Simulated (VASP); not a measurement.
## Na4IN: relaxation of cell and atoms with PBE

The system is Na4IN.

```xyz
6
Lattice="6.0801 0.0000 0.0000 0.0000 3.8933 0.0000 -0.0267 0.0000 6.7720" Properties=species:S:1:pos:R:3 pbc="T T T"
Na    1.4443    0.0000    2.3332
Na    1.4926    1.9467    5.5636
Na    4.5609    1.9467    1.2084
Na    4.6091    0.0000    4.4388
I    -0.0133    1.9467    3.3860
N     0.0000    0.0000    0.0000
```

The cell was generated, and may not be a known phase.

```yaml
Program: VASP 6.6.1
Task: relaxation of cell and atoms
Functional: PBE
Potentials_or_basis: VASP PAW PBE potentials, release 64 (Na_pv, I, N)
Cutoff: 600 eV
k_mesh: 2 × 3 × 2
Occupations: gaussian, width 0.15 eV
Spin: no spin polarisation
Dipole_correction: no
Further_INCAR_settings: ALGO = Normal; EDIFF = 1e-07; IBRION = 2; EDIFFG = -0.08; NSW = 36; ISIF = 3
```

```json
{
  "Relaxed volume": "30.16 Å³/atom",
  "Relaxed cell": "a = 5.484 Å, b = 4.026 Å, c = 8.230 Å, α = 90.00°, β = 95.21°, γ = 90.00°",
  "Space group after relaxing (to 0.1 Å)": "P2/m (No. 10)",
  "Energy gained by relaxing": "514.6 meV/atom",
  "Ionic steps": "17",
  "Pressure after relaxing": "0.1 GPa",
  "Largest force after relaxing": "0.053 eV/Å",
  "Band gap on the k mesh": "zero (bands 20 and 21 overlap by 0.01 eV)"
}
```

Forces on the atoms (eV/Å):
```
Na  -0.044  0.000  0.030
Na  -0.021  0.000  0.016
Na   0.021  0.000 -0.016
Na   0.044  0.000 -0.030
I    0.000  0.000  0.000
N    0.000  0.000  0.000
```

Stress tensor (GPa, compression positive):
```
 0.19  0.00  0.03
 0.00  0.14  0.00
 0.03  0.00 -0.03
```

Step by step:
```tsv
step	energy change (eV)	largest force (eV/Å)	pressure (GPa)	volume (Å³)
1	0.0000	2.0393	5.27	160.31
2	-0.9549	1.2027	0.84	181.55
3	-1.2256	0.9564	-1.61	207.34
4	-1.5583	0.9332	-1.52	201.97
5	-2.4684	0.7576	-0.82	186.12
6	-1.6601	2.6863	6.54	155.51
7	-2.7277	0.4903	-0.18	178.64
8	-2.8102	0.3312	1.19	170.31
9	-2.8214	0.3213	0.71	172.73
10	-2.9910	0.3170	0.36	177.35
11	-3.0068	0.4551	0.24	180.28
12	-3.0119	0.4038	0.26	179.44
13	-3.0636	0.1648	-0.25	183.42
14	-3.0679	0.1524	-0.43	184.88
15	-3.0823	0.1023	0.20	179.62
16	-3.0827	0.0980	0.11	180.32
17	-3.0874	0.0529	0.10	180.97
```

Final structure:
```cif
data_structure
_symmetry_space_group_name_H-M 'P 1'
_symmetry_Int_Tables_number 1
_cell_length_a 5.4845
_cell_length_b 4.0258
_cell_length_c 8.2303
_cell_angle_alpha 90.000
_cell_angle_beta 95.210
_cell_angle_gamma 90.000
_cell_volume 180.97
loop_
_atom_site_label
_atom_site_type_symbol
_atom_site_fract_x
_atom_site_fract_y
_atom_site_fract_z
_atom_site_occupancy
Na1 Na 0.22783 0.00000 0.25030 1
Na2 Na 0.19474 0.50000 0.89823 1
Na3 Na 0.80526 0.50000 0.10177 1
Na4 Na 0.77217 0.00000 0.74970 1
I1 I 0.00000 0.50000 0.50000 1
N1 N 0.00000 0.00000 0.00000 1
```

Levels at points of the mesh, in eV from the Fermi level:
| k point | band 17 | band 18 | band 19 | band 20 | band 21 | band 22 | band 23 | band 24 |
| --- | --- | --- | --- | --- | --- | --- | --- | --- |
| (0.00, 0.00, 0.00) | -2.04 | -0.69 | -0.66 | -0.38 | -0.05 | 1.96 | 2.24 | 3.56 |
| (0.50, 0.00, 0.00) | -2.02 | -1.38 | -0.45 | -0.04 | 0.94 | 1.64 | 2.00 | 3.91 |
| (0.00, 0.00, 0.50) | -2.04 | -1.16 | -0.48 | -0.06 | 0.03 | 0.84 | 3.60 | 4.26 |
| (0.50, 0.00, 0.50) | -2.01 | -1.55 | -0.82 | -0.04 | 1.34 | 1.66 | 3.38 | 3.49 |

Wall time 18 min on 1 thread of Oxide Virtual Turin-like Processor (shared host), peak memory 0.28 GiB.

Caveat: the k points lie up to 0.58 Å⁻¹ apart in the final cell; semilocal functionals underestimate gaps, and a narrow one can read as zero; a cell axis changed by over 15 % at a fixed basis, so the end point is rough; spin-orbit coupling is left out, which moves the levels of the heavy elements; the relaxation stopped at a loose force limit of 0.08 eV/Å, so its end isn't a converged minimum.
